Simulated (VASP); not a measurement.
# BAs in VASP: single point with PBE

Aim: the single point of BAs with PBE.

All numbers are computed with VASP 6.6.1; they aren't measurements. Logs are shortened: lines on timing, memory, paths and dates and some standing lists are left out, and cuts for length are marked.

**1. The cell of the first run**

The cell holds a sheet with vacuum, 2 atoms: a = 3.372 Å, b = 3.372 Å, c = 16.000 Å, α = 90.00°, β = 90.00°, γ = 120.00°.

**2. Single point, PBE**

Input file INCAR:

```
PREC = Accurate ; ENCUT = 420
EDIFF = 1E-6 ; ISMEAR = 0
SIGMA = 0.03 ; LREAL = F
LASPH = T ; NELM = 120
ALGO = Normal ; ISIF = 2
LWAVE = F ; LCHARG = T
LDIPOL = T ; IDIPOL = 3
DIPOL = 0.5 0.5 0.500 ; GGA = PE
LELF = T ; LVHAR = T
LVACPOTAV = T ; NBANDS = 11
GGA_COMPAT = F ; NELMDL = -8
```

Input file KPOINTS:

```
regular mesh
0
Gamma
  12 12 1
```

Input file POSCAR:

```
BAs
1.0
    3.3720579259      0.0000000000      0.0000000000
   -1.6860289630      2.9202878269      0.0000000000
    0.0000000000      0.0000000000     16.0000000000
B As
1 1
Direct
    0.3333333333      0.6666666667      0.5000000000
    0.6666666667      0.3333333333      0.5000000000
```

Potentials or basis: VASP PAW PBE potentials, release 64 (B, As).

Command:

```bash
$ cat potpaw_PBE.64/B/POTCAR potpaw_PBE.64/As/POTCAR > POTCAR
$ mpirun -np 1 vasp_std > vasp.out
```

OUTCAR:

```text
PREC = Accurate
   ENCUT = 420
   EDIFF = 1E-6
   ISMEAR = 0
   LREAL = F
   LASPH = T
   NELM = 120
   ISIF = 2
   GGA = PE
   NELMDL = -8

 ion  position               nearest neighbor table
   1  0.333  0.667  0.500-   2 1.95   2 1.95   2 1.95
   2  0.667  0.333  0.500-   1 1.95   1 1.95   1 1.95

  LATTYP: Found a hexagonal cell.
 ALAT       =     3.3720579259
 C/A-ratio  =     4.7448769717

  Lattice vectors:

 A1 = (   3.3720579259,   0.0000000000,   0.0000000000)
 A2 = (  -1.6860289630,   2.9202878269,   0.0000000000)
 A3 = (   0.0000000000,   0.0000000000,  16.0000000000)

Analysis of symmetry for initial positions (statically):
=====================================================================
 Subroutine PRICEL returns:
 Original cell was already a primitive cell.

 Routine SETGRP: Setting up the symmetry group for a
 hexagonal supercell.

 Subroutine GETGRP returns: Found 12 space group operations
 (whereof 12 operations were pure point group operations)
 out of a pool of 24 trial point group operations.

The static configuration has the point symmetry D_3h.

Analysis of symmetry for dynamics (positions and initial velocities):
=====================================================================
 Subroutine PRICEL returns:
 Original cell was already a primitive cell.

 Routine SETGRP: Setting up the symmetry group for a
 hexagonal supercell.

 Subroutine GETGRP returns: Found 12 space group operations
 (whereof 12 operations were pure point group operations)
 out of a pool of 24 trial point group operations.

The dynamic configuration has the point symmetry D_3h.

 Subroutine INISYM returns: Found 12 space group operations
 (whereof 12 operations are pure point group operations),
 and found     1 'primitive' translations

----------------------------------------------------------------------------------------

                                     Primitive cell

  volume of cell :     157.5581

  direct lattice vectors                    reciprocal lattice vectors
     3.372057926  0.000000000  0.000000000     0.296554811  0.171216000  0.000000000
    -1.686028963  2.920287827  0.000000000     0.000000000  0.342432000  0.000000000
     0.000000000  0.000000000 16.000000000     0.000000000  0.000000000  0.062500000

  length of vectors
     3.372057926  3.372057926 16.000000000     0.342432000  0.342432000  0.062500000

  position of ions in fractional coordinates (direct lattice)
     0.333333333  0.666666667  0.500000000
     0.666666667  0.333333333  0.500000000

  ion indices of the primitive-cell ions
   primitive index   ion index
                 1           1
                 2           2

----------------------------------------------------------------------------------------

 KPOINTS: regular mesh

Automatic generation of k-mesh.
 Grid dimensions read from file:
 generate k-points for:   12   12    1

 Generating k-lattice:

  Cartesian coordinates                     Fractional coordinates (reciprocal lattice)
     0.024712901  0.014268000  0.000000000     0.083333333  0.000000000  0.000000000
     0.000000000  0.028536000  0.000000000     0.000000000  0.083333333  0.000000000
     0.000000000  0.000000000  0.062500000     0.000000000  0.000000000  1.000000000

  Length of vectors
     0.028536000  0.028536000  0.062500000

  Shift w.r.t. Gamma in fractional coordinates (k-lattice)
     0.000000000  0.000000000  0.000000000

 Subroutine IBZKPT returns following result:
 ===========================================

 Found     19 irreducible k-points:

 Following reciprocal coordinates:
            Coordinates               Weight
  0.000000  0.000000  0.000000      1.000000
  0.083333  0.000000  0.000000      6.000000
  0.166667  0.000000  0.000000      6.000000
  0.250000  0.000000  0.000000      6.000000
  0.333333  0.000000  0.000000      6.000000
  0.416667  0.000000  0.000000      6.000000
[... 11 lines left out ...]
  0.333333  0.250000  0.000000     12.000000
  0.333333  0.333333  0.000000      2.000000
   k-points           NKPTS =     19   k-points in BZ     NKDIM =     19   number of bands    NBANDS=     11
   number of dos      NEDOS =    301   number of ions     NIONS =      2
   total plane-waves  NPLWV =  62208
   dimension x,y,z NGX =    24 NGY =   24 NGZ =  108
   dimension x,y,z NGXF=    48 NGYF=   48 NGZF=  216
   ions per type =               1   1
   NGX,Y,Z   is equivalent  to a cutoff of  11.83, 11.83, 11.22 a.u.
   NGXF,Y,Z  is equivalent  to a cutoff of  23.66, 23.66, 22.44 a.u.
 SYSTEM =  unknown system
   PREC   = accura    normal or accurate (medium, high low for compatibility)
   ISTART =      0    job   : 0-new  1-cont  2-samecut
   ICHARG =      2    charge: 1-file 2-atom 10-const
   ISPIN  =      1    spin polarized calculation?
   LNONCOLLINEAR =      F non collinear calculations
   LSORBIT =      F    spin-orbit coupling
   LASPH  =      T    aspherical Exc in radial PAW
   ENCUT  =  420.0 eV  30.87 Ry    5.56 a.u.   5.63  5.63 26.74*2*pi/ulx,y,z
   NELM   =    120;   NELMIN=  2; NELMDL= -8     # of ELM steps
   EDIFF  = 0.1E-05   stopping-criterion for ELM
   LREAL  =      F    real-space projection
   EDIFFG = 0.1E-04   stopping-criterion for IOM
   NSW    =      0    number of steps for IOM
   IBRION =     -1    ionic relax: 0-MD 1-quasi-New 2-CG
   NFREE  =      0    steps in history (QN), initial steepest desc. (CG)
   ISIF   =      2    stress and relaxation
   ISYM   =      2    0-nonsym 1-usesym 2-fastsym
   POTIM  = 0.5000    time-step for ionic-motion
   TEBEG  =    0.0;   TEEND  =   0.0 temperature during run
   PSTRESS=    0.0 pullay stress
   NELECT =       8.0000    total number of electrons
   NUPDOWN=      -1.0000    fix difference up-down
   EMIN   =  10.00;   EMAX   =-10.00  energy-range for DOS
   EFERMI =   0.00;   METHOD = LEGACY
   ISMEAR =     0;   SIGMA  =   0.03  broadening in eV -4-tet -1-fermi 0-gaus
   EFERMI_NEDOS =   21; number of points for ismear=-14 and -15
   IALGO  =     38    algorithm
   IMIX   =      4    mixing-type and parameters
     AMIX     =   0.40;   BMIX     =  1.00
     AMIX_MAG =   1.60;   BMIX_MAG =  1.00
  volume/ion in A,a.u.               =      78.78       531.63
  Fermi-wavevector in a.u.,A,eV,Ry     =   0.606212  1.145575  5.000047  0.367493
  Thomas-Fermi vector in A             =   1.660222
   LORBIT       =      0    0 simple, 1 ext, 2 COOP (PROOUT), +10 PAW based schemes
   GGA     = PE    functional components
   LHFCALC =     F    Hartree Fock is set to
   AEXX    =    0.0000 exact exchange contribution
   IVDW    =     0    specifies the selected vdW correction
   LEPSILON=     F    determine dielectric tensor
   LRPA    =     F    only Hartree local field effects (RPA)
 non-spin polarized calculation
 Gauss-broadening in eV      SIGMA  =   0.03
  energy-cutoff  :      420.00
  volume of cell :      157.56
 maximum number of plane-waves:      3137
 NGX is ok and might be reduce to    24
   NGX = 11   NGY = 11   NGZ = 53

 dipolmoment           0.000000      0.000000     -0.000000 electrons x Angstroem

 number of electron       7.9999999 magnetization

 dipolmoment           0.000000      0.000000      0.000000 electrons x Angstroem

 Free energy of the ion-electron system (eV)
  ---------------------------------------------------
  ext. energy  EPLUGINS =         0.00000000
  ---------------------------------------------------
  free energy    TOTEN  =       -10.63996272 eV

  energy without entropy =      -10.63996272  energy(sigma->0) =      -10.63996272

 E-fermi :  -2.8815     XC(G=0):  -2.6875

 val. band max:       -3.0397946847   @ k =   0.3333   0.3333   0.0000
 cond. band min:      -2.2985251628   @ k =   0.3333   0.3333   0.0000
 fundamental gap:      0.7412695219
 Fermi energy:        -2.8814737928

 k-point     1 :       0.0000    0.0000    0.0000
  band No.  band energies     occupation
      1     -16.9126      2.00000
      2      -7.0091      2.00000
      3      -4.5609      2.00000
      4      -4.5609      2.00000
      5       0.5568      0.00000
      6       0.8756      0.00000
      7       1.6735      0.00000
      8       1.8089      0.00000
      9       1.8089      0.00000
     10       2.1744      0.00000
     11       3.8623      0.00000

 k-point     2 :       0.0833    0.0000    0.0000
  band No.  band energies     occupation
      1     -16.8156      2.00000
      2      -6.8994      2.00000
      3      -5.1954      2.00000
      4      -4.7737      2.00000
      5       0.6789      0.00000
      6       0.9959      0.00000
      7       1.7905      0.00000
      8       2.0965      0.00000
      9       2.2333      0.00000
     10       2.3076      0.00000
     11       3.8633      0.00000

 k-point     3 :       0.1667    0.0000    0.0000
  band No.  band energies     occupation
      1     -16.5278      2.00000
      2      -6.5790      2.00000
      3      -6.5732      2.00000
      4      -5.2665      2.00000
      5       0.6629      0.00000
      6       1.0628      0.00000
      7       2.1288      0.00000
      8       2.6465      0.00000
      9       3.0979      0.00000
     10       3.3261      0.00000
     11       3.3550      0.00000

 k-point     4 :       0.2500    0.0000    0.0000
  band No.  band energies     occupation
      1     -16.0623      2.00000
      2      -8.1343      2.00000
      3      -6.0419      2.00000
      4      -5.8079      2.00000
      5       0.2117      0.00000
      6       1.6436      0.00000
      7       1.6806      0.00000
      8       2.7825      0.00000
      9       3.2555      0.00000
     10       4.7617      0.00000
     11       5.0129      0.00000

 k-point     5 :       0.3333    0.0000    0.0000
  band No.  band energies     occupation
      1     -15.4547      2.00000
      2      -9.6003      2.00000
      3      -6.2566      2.00000
      4      -5.3353      2.00000
      5      -0.1748      0.00000
      6       0.2717      0.00000
      7       2.4593      0.00000
      8       3.5817      0.00000
      9       4.1014      0.00000
     10       5.7504      0.00000
     11       5.8667      0.00000
[... 141 lines left out ...]
 k-point    16 :       0.4167    0.1667    0.0000
  band No.  band energies     occupation
      1     -14.2813      2.00000
      2     -11.1202      2.00000
      3      -7.9435      2.00000
      4      -3.7646      2.00000
      5      -1.7333      0.00000
      6       1.4405      0.00000
      7       4.3078      0.00000
      8       4.6859      0.00000
      9       5.3588      0.00000
     10       6.3433      0.00000
     11       6.7087      0.00000

 k-point    17 :       0.2500    0.2500    0.0000
  band No.  band energies     occupation
      1     -14.6238      2.00000
      2     -10.3679      2.00000
      3      -8.2509      2.00000
      4      -4.2841      2.00000
      5      -0.9692      0.00000
      6       2.6894      0.00000
      7       3.7266      0.00000
      8       3.9692      0.00000
      9       4.4516      0.00000
     10       5.3229      0.00000
     11       5.4537      0.00000

 k-point    18 :       0.3333    0.2500    0.0000
  band No.  band energies     occupation
      1     -14.1617      2.00000
      2     -10.9049      2.00000
      3      -8.6986      2.00000
      4      -3.5381      2.00000
      5      -1.8224      0.00000
      6       2.9447      0.00000
      7       3.6501      0.00000
      8       4.7242      0.00000
      9       5.5356      0.00000
     10       6.3157      0.00000
     11       6.6429      0.00000

 k-point    19 :       0.3333    0.3333    0.0000
  band No.  band energies     occupation
      1     -13.9771      2.00000
      2     -10.9628      2.00000
      3      -9.0725      2.00000
      4      -3.0398      2.00000
      5      -2.2985      0.00000
      6       3.3553      0.00000
      7       3.6123      0.00000
      8       5.4433      0.00000
      9       6.1353      0.00000
     10       6.4903      0.00000
     11       6.9313      0.00000

------------------------ aborting loop because EDIFF is reached ----------------------------------------

  FORCE on cell =-STRESS in cart. coord.  units (eV):
  Direction    XX          YY          ZZ          XY          YZ          ZX
  --------------------------------------------------------------------------------------
  -------------------------------------------------------------------------------------
  Total        0.5605492      0.5605492     -0.0057941     -0.0000000      0.0000000      0.0000000
  in kB        5.7001157      5.7001157     -0.0589194     -0.0000000      0.0000000      0.0000000
  external PRESSURE =       3.7804373 kB  Pullay stress =       0.0000000 kB

 VOLUME and BASIS-vectors are now :
 -----------------------------------------------------------------------------
  energy-cutoff  :      420.00
  volume of cell :      157.56
      direct lattice vectors                 reciprocal lattice vectors
     3.372057926  0.000000000  0.000000000     0.296554811  0.171216000  0.000000000
    -1.686028963  2.920287827  0.000000000     0.000000000  0.342432000  0.000000000
     0.000000000  0.000000000 16.000000000     0.000000000  0.000000000  0.062500000

 POSITION                                       TOTAL-FORCE (eV/Angst)
 -----------------------------------------------------------------------------------
     -0.00000      1.94686      8.00000        -0.000000      0.000000      0.000000
      1.68603      0.97343      8.00000         0.000000     -0.000000      0.000000
 -----------------------------------------------------------------------------------
    total drift:                                0.000000     -0.000000      0.000000

  FREE ENERGIE OF THE ION-ELECTRON SYSTEM (eV)
  ---------------------------------------------------
  free  energy   TOTEN  =       -10.6399627155 eV

  energy  without entropy=      -10.6399627155  energy(sigma->0) =      -10.63996272

 vacuum level on the upper side and lower side of the slab         1.844         1.844
```

It took 81 s on 1 thread of Intel Xeon 8259CL, shared host; peak memory 0.24 GiB.

Results:

```
Free energy            : -10.6400 eV
Band gap on the k mesh : 0.74 eV
```
